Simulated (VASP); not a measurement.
# CdO (Fm-3m) in VASP: a series of runs, part 2 of 2

VASP 6.6.1. Earlier steps stand in the parts before.

**3. Single point, PBE (13.14 Å³/atom)**

This run uses another cell than the first one, of 13.14 Å³/atom.

Contents of INCAR:

```
SYSTEM = CdO
PREC     = Accurate       ! precision mode
ENCUT    = 600            ! plane-wave cutoff, eV
EDIFF    = 1E-6           ! SCF threshold, eV
ISMEAR   = -1             ! smearing method
SIGMA    = 0.02           ! smearing width, eV
LREAL    = .FALSE.        ! projectors in reciprocal space
LASPH    = .TRUE.         ! aspherical terms in the spheres
NELM     = 120            ! most SCF steps
ALGO     = Normal         ! electronic algorithm
ISIF     = 2              ! what is computed and relaxed
LWAVE    = .FALSE.        ! write WAVECAR
LCHARG   = .FALSE.        ! write CHGCAR
GGA      = PE             ! functional
NBANDS   = 16             ! bands
GGA_COMPAT= .FALSE.
```

Contents of KPOINTS:

```
regular mesh
0
G
  8 8 8
  0 0 0
```

Contents of POSCAR:

```
CdO
1.0
    0.0000000000      2.3599241783      2.3599241783
    2.3599241783      0.0000000000      2.3599241783
    2.3599241783      2.3599241783      0.0000000000
Cd O
1 1
Direct
    0.0000000000      0.0000000000      0.0000000000
    0.5000000000      0.5000000000      0.5000000000
```

Potentials or basis: VASP PAW PBE potentials, release 64 (Cd, O).

The run is started by

```console
> cat potpaw_PBE.64/Cd/POTCAR potpaw_PBE.64/O/POTCAR > POTCAR
> mpirun -np 1 vasp_std > vasp.out
```

OUTCAR:

```text
SYSTEM = CdO
   PREC = Accurate
   ENCUT = 600
   EDIFF = 1E-6
   ISMEAR = -1
   LREAL = .FALSE.
   LASPH = .TRUE.
   NELM = 120
   ISIF = 2
   GGA = PE

 ion  position               nearest neighbor table
   1  0.000  0.000  0.000-   2 2.36   2 2.36   2 2.36   2 2.36   2 2.36   2 2.36
   2  0.500  0.500  0.500-   1 2.36   1 2.36   1 2.36   1 2.36   1 2.36   1 2.36

  LATTYP: Found a face centered cubic cell.
 ALAT       =     4.7198483566

  Lattice vectors:

 A1 = (   0.0000000000,   2.3599241783,   2.3599241783)
 A2 = (   2.3599241783,   0.0000000000,   2.3599241783)
 A3 = (   2.3599241783,   2.3599241783,   0.0000000000)

Analysis of symmetry for initial positions (statically):
=====================================================================
 Subroutine PRICEL returns:
 Original cell was already a primitive cell.

 Routine SETGRP: Setting up the symmetry group for a
 face centered cubic supercell.

 Subroutine GETGRP returns: Found 48 space group operations
 (whereof 48 operations were pure point group operations)
 out of a pool of 48 trial point group operations.

The static configuration has the point symmetry O_h .

Analysis of symmetry for dynamics (positions and initial velocities):
=====================================================================
 Subroutine PRICEL returns:
 Original cell was already a primitive cell.

 Routine SETGRP: Setting up the symmetry group for a
 face centered cubic supercell.

 Subroutine GETGRP returns: Found 48 space group operations
 (whereof 48 operations were pure point group operations)
 out of a pool of 48 trial point group operations.

The dynamic configuration has the point symmetry O_h .

 Subroutine INISYM returns: Found 48 space group operations
 (whereof 48 operations are pure point group operations),
 and found     1 'primitive' translations

----------------------------------------------------------------------------------------
[... 110 lines left out ...]
   IALGO  =     38    algorithm
   IMIX   =      4    mixing-type and parameters
     AMIX     =   0.40;   BMIX     =  1.00
     AMIX_MAG =   1.60;   BMIX_MAG =  1.00
  volume/ion in A,a.u.               =      13.14        88.69
  Fermi-wavevector in a.u.,A,eV,Ry     =   1.442971  2.726820 28.329581  2.082165
  Thomas-Fermi vector in A             =   2.561431
   LORBIT       =      0    0 simple, 1 ext, 2 COOP (PROOUT), +10 PAW based schemes
   GGA     = PE    functional components
   LHFCALC =     F    Hartree Fock is set to
   AEXX    =    0.0000 exact exchange contribution
   IVDW    =     0    specifies the selected vdW correction
   LEPSILON=     F    determine dielectric tensor
   LRPA    =     F    only Hartree local field effects (RPA)
 non-spin polarized calculation
  energy-cutoff  :      600.00
  volume of cell :       26.29
 maximum number of plane-waves:       893
   NGX = 13   NGY = 13   NGZ = 13

 number of electron      18.0000000 magnetization

 Free energy of the ion-electron system (eV)
  ---------------------------------------------------
  ext. energy  EPLUGINS =         0.00000000
  ---------------------------------------------------
  free energy    TOTEN  =        -7.71315588 eV

  energy without entropy =       -7.71286151  energy(sigma->0) =       -7.71300870

 E-fermi :   1.9547     XC(G=0): -11.6242

 val. band max:        1.9109412874   @ k =   0.5000   0.0000   0.0000
 cond. band min:       2.8386263041   @ k =   0.1250   0.0000   0.0000
 fundamental gap:      0.9276850167
 Fermi energy:         1.9546706824

 k-point     1 :       0.0000    0.0000    0.0000
  band No.  band energies     occupation
      1     -15.3585      2.00000
      2      -4.7690      2.00000
      3      -4.7690      2.00000
      4      -4.7690      2.00000
      5      -4.4715      2.00000
      6      -4.4715      2.00000
[... 433 lines left out ...]
      3      -5.0523      2.00000
      4      -5.0500      2.00000
      5      -4.2323      2.00000
      6      -4.2264      2.00000
[... 8 lines left out ...]
     15      21.3112      0.00000
     16      24.7906      0.00000

 [... further k-points ...]

------------------------ aborting loop because EDIFF is reached ----------------------------------------

  FORCE on cell =-STRESS in cart. coord.  units (eV):
  Direction    XX          YY          ZZ          XY          YZ          ZX
  --------------------------------------------------------------------------------------
  -------------------------------------------------------------------------------------
  Total        0.8656610      0.8656610      0.8656610      0.0000000     -0.0000000      0.0000000
  in kB       52.7635812     52.7635812     52.7635812      0.0000000     -0.0000000      0.0000000
  external PRESSURE =      52.7635812 kB  Pullay stress =       0.0000000 kB

 VOLUME and BASIS-vectors are now :
 -----------------------------------------------------------------------------
  energy-cutoff  :      600.00
  volume of cell :       26.29
      direct lattice vectors                 reciprocal lattice vectors
     0.000000000  2.359924178  2.359924178    -0.211871214  0.211871214  0.211871214
     2.359924178  0.000000000  2.359924178     0.211871214 -0.211871214  0.211871214
     2.359924178  2.359924178  0.000000000     0.211871214  0.211871214 -0.211871214

 POSITION                                       TOTAL-FORCE (eV/Angst)
 -----------------------------------------------------------------------------------
      0.00000      0.00000      0.00000         0.000000      0.000000      0.000000
      2.35992      2.35992      2.35992        -0.000000     -0.000000     -0.000000
 -----------------------------------------------------------------------------------
    total drift:                                0.000000      0.000000      0.000000

  FREE ENERGIE OF THE ION-ELECTRON SYSTEM (eV)
  ---------------------------------------------------
  free  energy   TOTEN  =        -7.7131558817 eV

  energy  without entropy=       -7.7128615105  energy(sigma->0) =       -7.71300870
```

Run time: 18 s. Hardware: 1 thread of Intel Xeon Platinum 8375C at 2.90GHz (Ice Lake), shared host; peak memory 0.16 GiB.

What came out:

- Free energy: -7.7132 eV
- Pressure: 5.3 GPa
- Band gap on the k mesh: zero (bands 9 and 10 overlap by 0.45 eV)

Caveat: the cell stands under pressure; semilocal functionals underestimate gaps, so a narrow gap can read as zero.

**4. Single point, PBE**

This run uses another cell than the first one, of 13.55 Å³/atom.

Contents of INCAR:

```
PREC = Accurate ; ENCUT = 600
EDIFF = 1E-6 ; ISMEAR = -1
SIGMA = 0.02 ; LREAL = F
LASPH = T ; NELM = 120
ALGO = Normal ; ISIF = 2
LWAVE = F ; LCHARG = T
GGA = PE ; LELF = T
LVHAR = T ; NBANDS = 16
GGA_COMPAT = F
```

Contents of KPOINTS:

```
regular mesh
0
Gamma
  8 8 8
```

Contents of POSCAR:

```
CdO
1.0
    0.0000000000      2.3840067006      2.3840067006
    2.3840067006      0.0000000000      2.3840067006
    2.3840067006      2.3840067006      0.0000000000
Cd O
1 1
Direct
    0.0000000000      0.0000000000      0.0000000000
    0.5000000000      0.5000000000      0.5000000000
```

The run is started by

```console
> cat potpaw_PBE.64/Cd/POTCAR potpaw_PBE.64/O/POTCAR > POTCAR
> mpirun -np 1 vasp_std > vasp.out
```

Wall time 18 s (1 thread of Intel Xeon Platinum 8375C at 2.90GHz (Ice Lake), shared host); peak memory 0.16 GiB.

Results (log left out):

```yaml
Free_energy: -7.7304 eV
Pressure: 1.0 GPa
Band_gap_on_the_k_mesh: zero (bands 9 and 10 overlap by 0.51 eV)
```

Levels at points of the mesh, in eV from the Fermi level:
```
           k point  band 7  band 8  band 9  band 10  band 11  band 12
(0.00, 0.00, 0.00)   -1.21   -1.21   -1.21    -0.55    14.88    16.69
(0.50, 0.00, 0.00)   -3.75   -0.04   -0.04     4.38     6.97    11.69
(0.50, 0.50, 0.00)   -4.06   -2.14   -2.14     3.66     8.33    11.02
```

Caveat: semilocal functionals underestimate gaps, so a narrow gap can read as zero.

**5. Single point, PBE (13.96 Å³/atom)**

This run uses another cell than the first one, of 13.96 Å³/atom.

Contents of INCAR:

```
ALGO = Normal
EDIFF = 1E-6
ENCUT = 600
GGA = PE
GGA_COMPAT = F
ISIF = 2
ISMEAR = -1
LASPH = T
LCHARG = T
LELF = T
LREAL = F
LVHAR = T
LWAVE = F
NBANDS = 16
NELM = 120
PREC = Accurate
SIGMA = 0.02
```

Contents of KPOINTS:

```
k-points
0
Gamma
  8 8 8
```

Contents of POSCAR:

```
CdO
1.0
    0.0000000000      2.4076122625      2.4076122625
    2.4076122625      0.0000000000      2.4076122625
    2.4076122625      2.4076122625      0.0000000000
Cd O
1 1
Direct
    0.0000000000      0.0000000000      0.0000000000
    0.5000000000      0.5000000000      0.5000000000
```

Potentials or basis: VASP PAW PBE potentials, release 64 (Cd, O).

The run is started by

```console
> cat potpaw_PBE.64/Cd/POTCAR potpaw_PBE.64/O/POTCAR > POTCAR
> mpirun -np 1 vasp_std > vasp.out
```

OUTCAR:

```text
EDIFF = 1E-6
   ENCUT = 600
   GGA = PE
   ISIF = 2
   ISMEAR = -1
   LASPH = T
   LREAL = F
   NELM = 120
   PREC = Accurate

 ion  position               nearest neighbor table
   1  0.000  0.000  0.000-   2 2.41   2 2.41   2 2.41   2 2.41   2 2.41   2 2.41
   2  0.500  0.500  0.500-   1 2.41   1 2.41   1 2.41   1 2.41   1 2.41   1 2.41

  LATTYP: Found a face centered cubic cell.
 ALAT       =     4.8152245250

  Lattice vectors:

[... 639 lines left out ...]

 [... further k-points ...]

------------------------ aborting loop because EDIFF is reached ----------------------------------------

  FORCE on cell =-STRESS in cart. coord.  units (eV):
  Direction    XX          YY          ZZ          XY          YZ          ZX
  --------------------------------------------------------------------------------------
  -------------------------------------------------------------------------------------
  Total       -0.4599846     -0.4599846     -0.4599846      0.0000000      0.0000000     -0.0000000
  in kB      -26.4036688    -26.4036688    -26.4036688      0.0000000      0.0000000     -0.0000000
  external PRESSURE =     -26.4036688 kB  Pullay stress =       0.0000000 kB

 VOLUME and BASIS-vectors are now :
 -----------------------------------------------------------------------------
  energy-cutoff  :      600.00
  volume of cell :       27.91
      direct lattice vectors                 reciprocal lattice vectors
     0.000000000  2.407612262  2.407612262    -0.207674636  0.207674636  0.207674636
     2.407612262  0.000000000  2.407612262     0.207674636 -0.207674636  0.207674636
     2.407612262  2.407612262  0.000000000     0.207674636  0.207674636 -0.207674636

 POSITION                                       TOTAL-FORCE (eV/Angst)
 -----------------------------------------------------------------------------------
      0.00000      0.00000      0.00000        -0.000000     -0.000000     -0.000000
      2.40761      2.40761      2.40761         0.000000      0.000000      0.000000
 -----------------------------------------------------------------------------------
    total drift:                                0.000000      0.000000      0.000000

  FREE ENERGIE OF THE ION-ELECTRON SYSTEM (eV)
  ---------------------------------------------------
  free  energy   TOTEN  =        -7.7274389590 eV

  energy  without entropy=       -7.7271326060  energy(sigma->0) =       -7.72728578
```

OSZICAR:

```text
N       E                     dE             d eps       ncg     rms          rms(c)
DAV:   1     0.121065613119E+03    0.12107E+03   -0.11299E+04   976   0.127E+03
DAV:   2    -0.580852108196E+01   -0.12687E+03   -0.11463E+03  1040   0.299E+02
DAV:   3    -0.956480328471E+01   -0.37563E+01   -0.37459E+01  1176   0.559E+01
DAV:   4    -0.957446285686E+01   -0.96596E-02   -0.96594E-02  1120   0.275E+00
DAV:   5    -0.957449045982E+01   -0.27603E-04   -0.27603E-04  1176   0.135E-01    0.966E+00
DAV:   6    -0.782590792277E+01    0.17486E+01   -0.54151E+00  1224   0.380E+01    0.843E+00
DAV:   7    -0.774874296461E+01    0.77165E-01   -0.73246E-01   984   0.800E+00    0.407E+00
DAV:   8    -0.773013265595E+01    0.18610E-01   -0.10847E-01   976   0.287E+00    0.672E-01
DAV:   9    -0.772733088597E+01    0.28018E-02   -0.67503E-03  1088   0.783E-01    0.130E-01
DAV:  10    -0.772739123198E+01   -0.60346E-04   -0.11279E-03  1040   0.311E-01    0.448E-02
DAV:  11    -0.772744196511E+01   -0.50733E-04   -0.54059E-05  1064   0.696E-02    0.146E-02
DAV:  12    -0.772743905368E+01    0.29114E-05   -0.60734E-06  1088   0.234E-02    0.554E-03
DAV:  13    -0.772743895895E+01    0.94732E-07   -0.49638E-07   800   0.834E-03
   1 F= -.77274390E+01 E0= -.77272858E+01  d E =-.306353E-03
```

stdout:

```text
POSCAR found type information on POSCAR CdO
 POSCAR found :  2 types and       2 ions
 scaLAPACK will be used
 LDA part: xc-table for (Slater+PW92), standard interpolation
 POSCAR, INCAR and KPOINTS ok, starting setup
 FFT: planning ... GRIDC
 FFT: planning ... GRID_SOFT
 FFT: planning ... GRID
 WAVECAR not read
 entering main loop
```

Run time: 16 s. Hardware: 1 thread of Intel Xeon Platinum 8375C at 2.90GHz (Ice Lake), shared host; peak memory 0.16 GiB.

Results:

| Quantity | Value |
| --- | --- |
| Free energy | -7.7274 eV |
| Pressure | -2.6 GPa |
| Band gap on the k mesh | zero (bands 9 and 10 overlap by 0.56 eV) |

Levels at points of the mesh, in eV from the Fermi level:
```tsv
k point	band 5	band 6	band 7	band 8	band 9	band 10	band 11	band 12	band 13	band 14
(0.00, 0.00, 0.00)	-6.38	-6.38	-1.12	-1.12	-1.12	-0.61	14.82	16.48	16.48	16.48
(0.50, 0.00, 0.00)	-6.18	-6.18	-3.67	-0.05	-0.05	4.36	6.76	11.53	11.53	16.97
(0.50, 0.50, 0.00)	-6.06	-5.84	-3.87	-2.01	-2.01	3.54	8.20	10.91	12.69	12.69
```

Caveat: semilocal functionals underestimate gaps, so a narrow gap can read as zero.

**6. Summary**

```csv
cell,gap on the mesh (eV),pressure (GPa)
"a = 3.303 Å, angles 60.0°, 2 atoms",none,10.4
"a = 3.337 Å, angles 60.0°, 2 atoms",none,5.3
"a = 3.371 Å, angles 60.0°, 2 atoms",none,1.0
"a = 3.405 Å, angles 60.0°, 2 atoms",none,-2.6
```

Alike in all rows: task single point; level PBE; potentials or basis VASP PAW PBE potentials, release 64 (Cd, O); no spin polarisation; k mesh 8 × 8 × 8; cutoff (eV) 600; smearing fermi-dirac 0.02 eV.

Caveats: semilocal functionals underestimate gaps, so a narrow gap can read as zero; the cell stands under pressure (at least some runs).

Absolute energies hang on the potentials; compare differences alone.
